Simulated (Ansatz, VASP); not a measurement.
**One calculation of Ag, two programs**

File INCAR:

```
SYSTEM = Ag
  PREC = Accurate
  ENCUT = 520
  EDIFF = 1E-6
  ISMEAR = -1
  SIGMA = 0.08
  LREAL = .False.
  LASPH = .True.
  NELM = 60
  ALGO = Normal
  ISIF = 2
  LWAVE = .False.
  LCHARG = .False.
  GGA = PE
  NBANDS = 12
```

The input KPOINTS:

```
Automatic mesh
0
Gamma
  16 16 16
  0 0 0
```

File POSCAR:

```
Ag
1.0
    2.7510814018      0.0000000000      0.0000000000
    0.0000000000      2.7510814018      0.0000000000
    0.0000000000      0.0000000000      2.7510814018
Ag
1
Direct
    0.0000000000      0.0000000000      0.0000000000
```

Input for Ansatz:

```yaml
crystal:
  lattice:
    - [2.7510814018, 0.0, 0.0]
    - [0.0, 2.7510814018, 0.0]
    - [0.0, 0.0, 2.7510814018]
  atoms:
    - { symbol: Ag, position: [0.0, 0.0, 0.0] }
kpoints:
  mp_grid: { grid: [16, 16, 16] }
  band_path:
    path:
      - [0.0, 0.0, 0.0]
      - [0.0, 0.5, 0.0]
      - [0.5, 0.5, 0.0]
      - [0.0, 0.0, 0.0]
      - [0.5, 0.5, 0.5]
      - [0.0, 0.5, 0.0]
      - [0.5, 0.5, 0.5]
      - [0.5, 0.5, 0.0]
    npoints: 14
scf:
  occupations: { method: fermi_dirac, width: 0.08 }
hamiltonian:
  xc: pbe
  pseudopotentials: { kind: all_electron, lapw: { basis_error: 0.001 } }
output:
  forces: true
  stress: true
  eigenvalues: true
  populations: true
  dos: { projected: true, de: 0.2, e_range: [-14, 8] }
```

Alike in both runs: task single point; functional PBE; k mesh 16 × 16 × 16; occupations fermi-dirac, width 0.08 eV; no spin polarisation.

```csv
,VASP,Ansatz
version,VASP 6.6.1,Ansatz 0.2.0
potentials or method,"VASP PAW PBE potentials, release 64 (Ag), cutoff 520 eV","all-electron LAPW, scalar-relativistic"
```

Ansatz gave:

```
pressure (GPa) : 0.0
```

Which values does VASP return?

Pressure (GPa): -0.1.

Ansatz ran all-electron here, and VASP with PAW potentials.
